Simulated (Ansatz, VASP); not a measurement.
## Al3Ni5 in VASP and in Ansatz

```
Al Ni
1.0
     3.29333   -3.63656    0.00000
     3.29333    3.63656    0.00000
     0.00000    0.00000    3.72035
Al Ni
3 5
Cartesian
  3.2933 0.0000 0.0000
  3.2933 -2.0342 1.8602
  3.2933 2.0342 1.8602
  0.0000 0.0000 0.0000
  1.6467 1.8183 0.0000
  1.6467 -1.8183 0.0000
  1.8195 0.0000 1.8602
  4.7672 0.0000 1.8602
```

Change from the starting cell: strain -0.0150 x Voigt [0, 1, 0, 0, 0, 0], atoms carried along.

Alike in both runs: task single point; functional PBEsol; k mesh 8 × 8 × 10; occupations gaussian, width 0.15 eV; no spin polarisation.

|  | VASP | Ansatz |
| --- | --- | --- |
| version | VASP 6.6.1 | Ansatz 0.2.0 |
| potentials or method | VASP PAW PBE potentials, release 64 (Al, Ni), cutoff 520 eV | scalar-relativistic, plane waves, PAW |
| valence electrons in the cell | 59 | 99 |

|  | VASP | Ansatz | Ansatz less VASP |
| --- | --- | --- | --- |
| gap on the k mesh at the Fermi level (eV) | none | none | - |
| pressure (GPa) | 3.1 | 2.9 | -0.19 |
| traceless stress, the component that is largest in VASP (GPa) | 1.38 | 1.39 | +0.006 |
| rms of the force components (eV/Å) | 0.009 | 0.008 | -0.0005 |

VASP's potentials were made for PBE, not for PBEsol. Atom by atom the forces differ by 0.003 eV/Å (rms over components). A gap of «none» marks a metal or a gap that the smearing closes. With one functional, cell and mesh, what is left measures potentials, basis and numerics. VASP's potentials hold 59 valence electrons a cell and Ansatz's 99, so a difference there can come from the potentials and not from the codes.
